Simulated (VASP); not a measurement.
# Be2CdO3 in VASP: notebook

Be2CdO3 is run at these levels: PBE; tasks: relaxation of cell and atoms, single point.

All numbers are computed with VASP 6.6.1; they aren't measurements. Logs are shortened: lines on timing, memory, paths and dates and some standing lists are left out, and cuts for length are marked.

## Step 1: The cell of the first run

It takes space group Cmc2_1 (No. 36, orthorhombic). The conventional cell has a = 9.500 Å, b = 5.500 Å, c = 4.780 Å, α = 90.00°, β = 90.00°, γ = 90.00°. Within 2.6 Å of Be (site symmetry 1) lie 4 O at 1.96 to 2.19 Å. Within 2.2 Å of Cd (site symmetry m) lie 4 O at 1.62 to 1.76 Å. Within 2.2 Å of O (site symmetry 1) lie 1 Cd at 1.62 Å and 3 Be at 1.96 to 2.02 Å. O (site symmetry m) has 2 Cd at 1.69 to 1.76 Å and 2 Be at 2.19 Å within 2.3 Å.

## Step 2: Relaxation of cell and atoms, PBE

File INCAR:

```
SYSTEM = Be2CdO3
  PREC = Accurate
  ENCUT = 600
  EDIFF = 1E-6
  ISMEAR = 0
  SIGMA = 0.15
  LREAL = .False.
  LASPH = .True.
  NELM = 60
  ALGO = Normal
  ISIF = 3
  LWAVE = .False.
  LCHARG = .False.
  GGA = PE
  IBRION = 2
  NSW = 36
  EDIFFG = -0.08
```

File KPOINTS:

```
regular mesh
0
Gamma
  3 3 3
  0 0 0
```

File POSCAR:

```
Be2CdO3
1.0
    4.7500000000     -2.7500000000      0.0000000000
    4.7500000000      2.7500000000      0.0000000000
    0.0000000000      0.0000000000      4.7800000000
Be Cd O
4 2 6
Direct
    0.4810000000      0.1710000000      0.0050000000
    0.1710000000      0.4810000000      0.5050000000
    0.5190000000      0.8290000000      0.5050000000
    0.8290000000      0.5190000000      0.0050000000
    0.1700000000      0.8300000000      0.0075000000
    0.8300000000      0.1700000000      0.5075000000
    0.1631000000      0.5477000000      0.0887000000
    0.4523000000      0.8369000000      0.0887000000
    0.8864000000      0.1136000000      0.1454000000
    0.5477000000      0.1631000000      0.5887000000
    0.8369000000      0.4523000000      0.5887000000
    0.1136000000      0.8864000000      0.6454000000
```

Potentials or basis: VASP PAW PBE potentials, release 64 (Be, Cd, O).

Started as:

```
cat potpaw_PBE.64/Be/POTCAR potpaw_PBE.64/Cd/POTCAR potpaw_PBE.64/O/POTCAR > POTCAR
mpirun -np 1 vasp_std > vasp.out
```

OUTCAR:

```text
SYSTEM = Be2CdO3
   PREC = Accurate
   ENCUT = 600
   EDIFF = 1E-6
   ISMEAR = 0
   LREAL = .False.
   LASPH = .True.
   NELM = 60
   ISIF = 3
   GGA = PE
   IBRION = 2
   NSW = 36
   EDIFFG = -0.08

 ion  position               nearest neighbor table
   1  0.481  0.171  0.005-   8 1.96   7 1.97  10 2.02   6 3.05   6 3.07
   2  0.171  0.481  0.505-  11 1.96  10 1.97   7 2.02   5 3.05   5 3.07
   3  0.519  0.829  0.505-  10 1.96  11 1.97   8 2.02   5 3.05   5 3.07
   4  0.829  0.519  0.005-   7 1.96   8 1.97  11 2.02   6 3.05   6 3.07
   5  0.170  0.830  0.008-   7 1.62   8 1.62   9 1.69  12 1.76   6 3.03   6 3.03   2 3.05   3 3.05
                             3 3.07   2 3.07
   6  0.830  0.170  0.508-  10 1.62  11 1.62  12 1.69   9 1.76   5 3.03   5 3.03   1 3.05   4 3.05
                             4 3.07   1 3.07
   7  0.163  0.548  0.089-   5 1.62   4 1.96   1 1.97   2 2.02
   8  0.452  0.837  0.089-   5 1.62   1 1.96   4 1.97   3 2.02
   9  0.886  0.114  0.145-   5 1.69   6 1.76
  10  0.548  0.163  0.589-   6 1.62   3 1.96   2 1.97   1 2.02
  11  0.837  0.452  0.589-   6 1.62   2 1.96   3 1.97   4 2.02
  12  0.114  0.886  0.645-   6 1.69   5 1.76

  LATTYP: Found a base centered orthorhombic cell.
 ALAT       =     5.5000000000
 B/A-ratio  =     1.7272727273
 C/A-ratio  =     0.8690909091

  Lattice vectors:

 A1 = (  -4.7500000000,  -2.7500000000,   0.0000000000)
 A2 = (   4.7500000000,  -2.7500000000,   0.0000000000)
 A3 = (   0.0000000000,   0.0000000000,   4.7800000000)

Analysis of symmetry for initial positions (statically):
=====================================================================
 Subroutine PRICEL returns:
 Original cell was already a primitive cell.

 Routine SETGRP: Setting up the symmetry group for a
 base centered orthorhombic supercell.

 Subroutine GETGRP returns: Found  4 space group operations
 (whereof  2 operations were pure point group operations)
 out of a pool of  8 trial point group operations.

The static configuration has the point symmetry C_1h.
 The point group associated with its full space group is C_2v.

Analysis of symmetry for dynamics (positions and initial velocities):
=====================================================================
 Subroutine PRICEL returns:
 Original cell was already a primitive cell.

 Routine SETGRP: Setting up the symmetry group for a
 base centered orthorhombic supercell.

 Subroutine GETGRP returns: Found  4 space group operations
 (whereof  2 operations were pure point group operations)
 out of a pool of  8 trial point group operations.

The dynamic configuration has the point symmetry C_1h.
 The point group associated with its full space group is C_2v.

 Subroutine INISYM returns: Found  4 space group operations
 (whereof  2 operations are pure point group operations),
 and found     1 'primitive' translations

----------------------------------------------------------------------------------------

                                     Primitive cell

  volume of cell :     124.8775

  direct lattice vectors                    reciprocal lattice vectors
     4.750000000 -2.750000000  0.000000000     0.105263158 -0.181818182  0.000000000
     4.750000000  2.750000000  0.000000000     0.105263158  0.181818182  0.000000000
     0.000000000  0.000000000  4.780000000     0.000000000  0.000000000  0.209205021

  length of vectors
     5.488624600  5.488624600  4.780000000     0.210090894  0.210090894  0.209205021

  position of ions in fractional coordinates (direct lattice)
     0.481000000  0.171000000  0.005000000
     0.171000000  0.481000000  0.505000000
     0.519000000  0.829000000  0.505000000
     0.829000000  0.519000000  0.005000000
     0.170000000  0.830000000  0.007500000
     0.830000000  0.170000000  0.507500000
     0.163100000  0.547700000  0.088700000
     0.452300000  0.836900000  0.088700000
     0.886400000  0.113600000  0.145400000
     0.547700000  0.163100000  0.588700000
     0.836900000  0.452300000  0.588700000
     0.113600000  0.886400000  0.645400000

[... 54 lines left out ...]
  Total       97.6416404     65.1879458     54.0674495      0.0000000      0.0000000      0.0000000
  in kB     1252.7414683    836.3608255    693.6849461      0.0000000      0.0000000      0.0000000
  external PRESSURE =     927.5957466 kB  Pullay stress =       0.0000000 kB
[... 119 lines left out ...]
  FREE ENERGIE OF THE ION-ELECTRON SYSTEM (eV)
  ---------------------------------------------------
  free  energy   TOTEN  =       -49.5342162816 eV

  energy  without entropy=      -49.4829127770  energy(sigma->0) =      -49.50856453

 E-fermi :  -0.5180     XC(G=0):  -8.2339

 val. band max:       -0.5360561795   @ k =   0.0000   0.0000   0.0000
 cond. band min:      -0.3468401618   @ k =   0.3333  -0.0000   0.0000
 fundamental gap:      0.1892160177
 Fermi energy:        -0.5179965203

 k-point     1 :       0.0000    0.0000    0.0000
  band No.  band energies     occupation
      1     -17.5091      2.00000
      2     -17.4299      2.00000
      3     -16.4165      2.00000
      4     -16.0786      2.00000
      5     -15.9717      2.00000
      6     -15.9483      2.00000
[... 341 lines left out ...]
     40       3.8635      0.00000
     41       4.8075      0.00000

 E-fermi :   1.3477     XC(G=0):  -9.6196

 val. band max:        0.6684691377   @ k =   0.0000   0.0000   0.0000
 cond. band min:       2.0855350471   @ k =   0.0000   0.0000   0.0000
 fundamental gap:      1.4170659095
 Fermi energy:         1.3477439023

 k-point     1 :       0.0000    0.0000    0.0000
  band No.  band energies     occupation
      1     -16.6760      2.00000
      2     -16.4105      2.00000
      3     -15.8544      2.00000
      4     -15.3663      2.00000
      5     -15.3271      2.00000
      6     -15.2555      2.00000
[... 341 lines left out ...]
     40       7.2608      0.00000
     41       8.3209      0.00000

 E-fermi :   2.1177     XC(G=0): -10.4602

 val. band max:        1.4077782450   @ k =   0.3333  -0.0000   0.3333
 cond. band min:       3.3648952564   @ k =   0.0000   0.0000   0.0000
 fundamental gap:      1.9571170114
 Fermi energy:         2.1176767321

 k-point     1 :       0.0000    0.0000    0.0000
  band No.  band energies     occupation
      1     -16.1598      2.00000
      2     -15.4403      2.00000
      3     -15.1959      2.00000
      4     -15.1429      2.00000
      5     -14.3660      2.00000
      6     -14.3164      2.00000
[... 341 lines left out ...]
     40       9.0939      0.00000
     41      10.5300      0.00000

[... ionic steps 4 to 20 ...]

--------------------------------------- Ionic step       21  -------------------------------------------

 number of electron      67.9999994 magnetization

------------------------ aborting loop because EDIFF is reached ----------------------------------------

  FORCE on cell =-STRESS in cart. coord.  units (eV):
  Direction    XX          YY          ZZ          XY          YZ          ZX
  --------------------------------------------------------------------------------------
  -------------------------------------------------------------------------------------
  Total       -0.0167337     -0.4638920     -0.0608081      0.0000000      0.0000000      0.0000000
  in kB       -0.2394785     -6.6388403     -0.8702355      0.0000000      0.0000000      0.0000000
  external PRESSURE =      -2.5828515 kB  Pullay stress =       0.0000000 kB
[... 77 lines left out ...]
  energy  without entropy=      -71.7584237977  energy(sigma->0) =      -71.75842380

--------------------------------------- Ionic step       23  -------------------------------------------

 number of electron      68.0000002 magnetization

 Free energy of the ion-electron system (eV)
  ---------------------------------------------------
  ext. energy  EPLUGINS =         0.00000000
  ---------------------------------------------------
  free energy    TOTEN  =       -71.76295596 eV

  energy without entropy =      -71.76295596  energy(sigma->0) =      -71.76295596

 E-fermi :   3.0991     XC(G=0): -11.2422

 val. band max:        2.3787920371   @ k =   0.3333  -0.0000   0.3333
 cond. band min:       4.5263563330   @ k =   0.0000   0.0000   0.0000
 fundamental gap:      2.1475642960
 Fermi energy:         3.0991224049

 k-point     1 :       0.0000    0.0000    0.0000
  band No.  band energies     occupation
      1     -15.5703      2.00000
      2     -14.3064      2.00000
      3     -14.1064      2.00000
      4     -14.0479      2.00000
      5     -14.0422      2.00000
      6     -14.0196      2.00000
[... 380 lines left out ...]
  FREE ENERGIE OF THE ION-ELECTRON SYSTEM (eV)
  ---------------------------------------------------
  free  energy   TOTEN  =       -71.7629559565 eV

  energy  without entropy=      -71.7629559565  energy(sigma->0) =      -71.76295596

 reached required accuracy - stopping structural energy minimisation
```

It took 16 min on 1 thread of Intel Xeon Platinum 8488C (Sapphire Rapids), shared host; peak memory 0.32 GiB.

What came out:

```yaml
Free_energy: -71.7630 eV
Relaxed_volume: 9.30 Å³/atom
Relaxed_cell: a = 5.237 Å, b = 5.237 Å, c = 4.727 Å, α = 90.00°, β = 90.00°, γ = 59.37°
Space_group_after_relaxing_to_0.1_Å: Cmc2_1 (No. 36)
Energy_gained_by_relaxing: 3198.7 meV/atom
Ionic_steps: 23
Pressure_after_relaxing: 0.5 GPa
Largest_force_after_relaxing: 0.054 eV/Å
Band_gap_on_the_k_mesh: 2.15 eV (least direct gap 2.41 eV)
```

Forces in eV/Å, atoms in the order of the input:
```
Be  -0.018 -0.031  0.024
Be  -0.018  0.031  0.024
Be   0.018  0.031  0.024
Be   0.018 -0.031  0.024
Cd   0.000 -0.016 -0.051
Cd   0.000  0.016 -0.051
O   -0.014 -0.041 -0.002
O    0.014 -0.041 -0.002
O    0.000  0.017  0.006
O   -0.014  0.041 -0.002
O    0.014  0.041 -0.002
O    0.000 -0.017  0.006
```

The path:
| step | energy change (eV) | largest force (eV/Å) | pressure (GPa) | volume (Å³) |
| --- | --- | --- | --- | --- |
| 1 | 0.0000 | 27.4199 | 92.76 | 124.88 |
| 2 | -9.5865 | 2.4825 | -28.01 | 267.17 |
| 3 | -16.1554 | 2.7389 | -27.36 | 237.74 |
| 4 | -20.3393 | 2.7935 | -26.71 | 217.87 |
| 5 | -28.5417 | 5.1895 | -19.30 | 167.20 |
| 6 | -28.5523 | 9.5138 | -4.20 | 145.04 |
| 7 | -29.1683 | 6.9378 | -14.37 | 156.78 |
| 8 | -29.1814 | 7.5126 | -12.43 | 153.87 |
| 9 | -35.1702 | 2.2970 | -19.73 | 140.80 |
| 10 | -36.1261 | 1.2607 | -17.89 | 135.77 |
| 11 | -36.4944 | 1.4124 | -7.57 | 125.76 |
| 12 | -36.6094 | 1.0319 | -12.53 | 129.52 |
| 13 | -37.6150 | 1.1066 | 4.97 | 112.59 |
| 14 | -37.6256 | 1.0398 | 2.97 | 113.98 |
| 15 | -37.9888 | 0.8685 | -0.70 | 114.04 |
| 16 | -38.0211 | 0.9000 | -1.68 | 114.02 |
| 17 | -38.2458 | 0.6636 | -0.70 | 112.33 |
| 18 | -38.2699 | 0.4943 | 0.28 | 111.55 |
| 19 | -38.3569 | 0.1751 | 0.37 | 111.47 |
| 20 | -38.3595 | 0.1764 | 0.45 | 111.45 |
| 21 | -38.3757 | 0.1206 | -0.26 | 111.95 |
| 22 | -38.3796 | 0.1230 | -0.82 | 112.35 |
| 23 | -38.3842 | 0.0536 | 0.48 | 111.55 |

Final structure:
```yaml
crystal:
  lattice:
    - [4.54983, -2.59339, 0.00000]
    - [4.54983, 2.59339, 0.00000]
    - [0.00000, 0.00000, 4.72681]
  atoms:
    - { symbol: Be, position: [0.47328, 0.16717, 0.99591] }
    - { symbol: Be, position: [0.16717, 0.47328, 0.49591] }
    - { symbol: Be, position: [0.52672, 0.83283, 0.49591] }
    - { symbol: Be, position: [0.83283, 0.52672, 0.99591] }
    - { symbol: Cd, position: [0.18706, 0.81294, 0.01441] }
    - { symbol: Cd, position: [0.81294, 0.18706, 0.51441] }
    - { symbol: O, position: [0.15775, 0.41956, 0.14736] }
    - { symbol: O, position: [0.58044, 0.84225, 0.14736] }
    - { symbol: O, position: [0.74457, 0.25543, 0.03936] }
    - { symbol: O, position: [0.41956, 0.15775, 0.64736] }
    - { symbol: O, position: [0.84225, 0.58044, 0.64736] }
    - { symbol: O, position: [0.25543, 0.74457, 0.53936] }
```

Caveat: the k points lie up to 0.46 Å⁻¹ apart in the final cell; the relaxation stopped at a loose force limit of 0.08 eV/Å, so its end isn't a converged minimum. A k mesh can miss the band edges.

## Step 3: Single point, PBE

This run uses another cell than the first one, of 9.29 Å³/atom.

File INCAR:

```
ALGO = Normal ; EDIFF = 1E-7
ENCUT = 520 ; GGA = PE
ISIF = 2 ; ISMEAR = 0
LASPH = T ; LCHARG = F
LREAL = F ; LWAVE = F
NBANDS = 46 ; NELM = 80
PREC = Accurate ; SIGMA = 0.1
```

File KPOINTS:

```
k-points
0
Gamma
  4 4 4
```

File POSCAR:

```
Be2CdO3
1.0
   -0.0003102007      0.0006111557     -4.7269531517
    0.0000531674      5.1893756366     -0.0006655721
    4.5466913685     -2.5946410507      0.0006304376
Be Cd O
4 2 6
Direct
    0.5035373540      0.1655581451      0.6403870112
    0.0035339449      0.4748225352      0.6403875205
    0.0035329754      0.8344404574      0.3596159307
    0.5035378416      0.5251731286      0.3596126771
    0.4871420166      0.8111130245      1.0000062184
    0.9871586785      0.1888722678      1.0000191432
    0.3525550331      0.4190980962      0.5782829149
    0.3525588631      0.8408074278      0.4217073037
    0.4603729150      0.2531344417      0.9999959765
    0.8525577490      0.1592127555      0.5782945926
    0.8525576453      0.5809184922      0.4216956288
    0.9603549832      0.7468492281      0.9999950822
```

Potentials or basis: VASP PAW PBE potentials, release 64 (Be, Cd, O).

Started as:

```
cat potpaw_PBE.64/Be/POTCAR potpaw_PBE.64/Cd/POTCAR potpaw_PBE.64/O/POTCAR > POTCAR
mpirun -np 1 vasp_std > vasp.out
```

Wall time 3.4 min (1 thread of Intel Xeon Platinum 8488C (Sapphire Rapids), shared host); peak memory 0.31 GiB.

It converged, with:

* Free energy: -71.7125 eV
* Pressure: 0.9 GPa
* Largest force: 0.070 eV/Å
* Band gap on the k mesh: 1.99 eV (least direct gap 2.45 eV)

Forces on the atoms (eV/Å):
```
Be   0.001 -0.001  0.001
Be   0.001  0.001  0.001
Be  -0.001  0.001  0.001
Be  -0.001 -0.001  0.001
Cd   0.000  0.026 -0.012
Cd   0.000 -0.026 -0.012
O   -0.060 -0.028  0.021
O    0.060 -0.028  0.021
O    0.000  0.050 -0.032
O   -0.060  0.028  0.021
O    0.060  0.028  0.021
O    0.000 -0.050 -0.032
```

Stress tensor (GPa, compression positive):
```
 1.00  0.00 -0.01
 0.00  0.85  0.02
-0.01  0.02  1.00
```

Levels at points of the mesh, in eV from the valence-band top:
```csv
k point,band 31,band 32,band 33,band 34,band 35,band 36,band 37,band 38
"(0.00, 0.00, 0.00)",-0.88,-0.52,-0.51,-0.45,1.99,5.57,8.92,9.16
"(0.50, 0.00, 0.00)",-0.81,-0.81,-0.11,-0.11,4.57,4.57,8.68,8.68
"(0.00, 0.50, 0.00)",-1.09,-1.08,-0.67,-0.28,4.28,5.20,8.32,8.40
"(0.50, 0.50, 0.00)",-0.65,-0.65,-0.15,-0.15,5.35,5.36,7.16,7.16
"(0.00, 0.00, 0.50)",-1.17,-1.16,-0.36,-0.35,4.16,5.30,6.57,8.69
"(0.50, 0.00, 0.50)",-0.74,-0.74,-0.33,-0.33,5.46,5.46,7.53,7.53
"(0.00, 0.50, 0.50)",-1.09,-1.08,-0.67,-0.28,4.28,5.20,8.32,8.40
"(0.50, 0.50, 0.50)",-0.65,-0.65,-0.15,-0.15,5.35,5.36,7.16,7.16
```

## Step 4: Single point, PBE (9.02 Å³/atom)

This run uses another cell than the first one, of 9.02 Å³/atom.

File INCAR:

```
PREC = Accurate
ENCUT = 520
EDIFF = 1E-7
ISMEAR = 0
SIGMA = 0.02
LREAL = False
LASPH = True
NELM = 60
ALGO = Normal
ISIF = 2
LWAVE = False
LCHARG = False
GGA = PE
NBANDS = 46
```

File KPOINTS:

```
regular mesh
0
Gamma
  6 6 6
```

File POSCAR:

```
Be2CdO3
1.0
    4.4939614950     -2.5701882231      0.0000000000
    4.4939614950      2.5701882231      0.0000000000
    0.0000000000      0.0000000000      4.6840297870
Be Cd O
4 2 6
Direct
    0.4747906993      0.1656563131      0.4965088714
    0.1656563131      0.4747906993      0.9965088714
    0.5252093007      0.8343436869      0.9965088714
    0.8343436869      0.5252093007      0.4965088714
    0.1883303328      0.8116696672      0.5120140089
    0.8116696672      0.1883303328      0.0120140089
    0.1592326368      0.4174397737      0.6483103336
    0.5825602263      0.8407673632      0.6483103336
    0.7457119402      0.2542880598      0.5386475814
    0.4174397737      0.1592326368      0.1483103336
    0.8407673632      0.5825602263      0.1483103336
    0.2542880598      0.7457119402      0.0386475814
```

Started as:

```
cat potpaw_PBE.64/Be/POTCAR potpaw_PBE.64/Cd/POTCAR potpaw_PBE.64/O/POTCAR > POTCAR
mpirun -np 1 vasp_std > vasp.out
```

Run time: 5.6 min. Hardware: 1 thread of Intel Xeon Platinum 8488C (Sapphire Rapids), shared host; peak memory 0.35 GiB.

Results (log left out):

* Free energy: -71.6395 eV
* Pressure: 6.2 GPa
* Largest force: 0.073 eV/Å
* Band gap on the k mesh: 2.05 eV (least direct gap 2.51 eV)

Forces in eV/Å, atoms in the order of the input:
```
Be   0.001 -0.002  0.003
Be   0.001  0.002  0.003
Be  -0.001  0.002  0.003
Be  -0.001 -0.002  0.003
Cd   0.000  0.026 -0.012
Cd   0.000 -0.026 -0.012
O   -0.063 -0.030  0.021
O    0.063 -0.030  0.021
O    0.000  0.058 -0.036
O   -0.063  0.030  0.021
O    0.063  0.030  0.021
O    0.000 -0.058 -0.036
```

Stress tensor (GPa, compression positive):
```
6.26 0.00 0.00
0.00 6.12 0.00
0.00 0.00 6.30
```

Levels at points of the mesh, in eV from the valence-band top:
```
           k point  band 32  band 33  band 34  band 35  band 36  band 37
(0.00, 0.00, 0.00)    -0.55    -0.53    -0.47     2.05     5.70     8.99
(0.50, 0.00, 0.00)    -1.12    -0.69    -0.29     4.38     5.33     8.41
(0.50, 0.50, 0.00)    -1.18    -0.35    -0.35     4.28     5.39     6.71
(0.00, 0.00, 0.50)    -0.85    -0.12    -0.12     4.67     4.67     8.81
(0.50, 0.00, 0.50)    -0.68    -0.15    -0.15     5.46     5.46     7.32
(0.50, 0.50, 0.50)    -0.74    -0.34    -0.34     5.58     5.58     7.65
```

Caveat: the cell stands under pressure. A k mesh can miss the band edges.

## Step 5: Summary

```csv
task,cell,k mesh,cutoff (eV),smearing,gap on the mesh (eV),pressure (GPa),largest force (eV/Å)
relaxation of cell and atoms,"relaxed from a = 5.489, b = 5.489, c = 4.780 Å, angles 90.0, 90.0, 60.1°, 12 atoms, atomic positions A",3 × 3 × 3,600,gaussian 0.15 eV,2.15,0.5,0.05
single point,"a = 4.727, b = 5.189, c = 5.235 Å, angles 119.7, 90.0, 90.0°, 12 atoms, atomic positions B",4 × 4 × 4,520,gaussian 0.1 eV,1.99,0.9,0.07
single point,"a = 5.177, b = 5.177, c = 4.684 Å, angles 90.0, 90.0, 59.5°, 12 atoms, atomic positions C",6 × 6 × 6,520,gaussian 0.02 eV,2.05,6.2,0.07
```

Alike in all rows: level PBE; potentials or basis VASP PAW PBE potentials, release 64 (Be, Cd, O); no spin polarisation.

Caveats: some runs use coarse meshes; the relaxation stopped at a loose force limit of 0.08 eV/Å, so its end isn't a converged minimum (at least some runs); the cell stands under pressure (at least some runs).

Absolute energies hang on the potentials; compare differences alone.
